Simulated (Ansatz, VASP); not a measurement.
**Hf: VASP beside Ansatz**

```xyz
2
Lattice="3.1967 -0.0160 -0.0160 -1.6122 2.7764 -0.0059 -0.0253 -0.0253 5.0578" Properties=species:S:1:pos:R:3 pbc="T T T"
Hf   -0.0156    1.8393    1.2552
Hf    1.5748    0.8958    3.7807
```

Change from the starting cell: equal xy, yz and zx shear strains of -1 %.

Alike in both runs: task single point; functional PBEsol; k mesh 13 × 13 × 7; occupations fermi-dirac, width 0.05 eV; no spin polarisation.

```csv
,VASP,Ansatz
version,VASP 6.6.1,Ansatz 0.2.0
potentials or method,"VASP PAW PBE potentials, release 64 (Hf_pv), cutoff 520 eV","all-electron LAPW, scalar-relativistic"
```

```tsv
	VASP	Ansatz	Ansatz less VASP
pressure (GPa)	-4.1	-3.7	+0.41
traceless stress, the component that is largest in VASP (GPa)	0.67	0.68	+0.001
rms of the force components (eV/Å)	0.015	0.015	+0.0002
```

VASP's potentials were made for PBE, not for PBEsol. Atom by atom the forces differ by 0.000 eV/Å (rms over components). Ansatz ran all-electron here, and VASP with PAW potentials.

Spin-orbit coupling is off throughout.
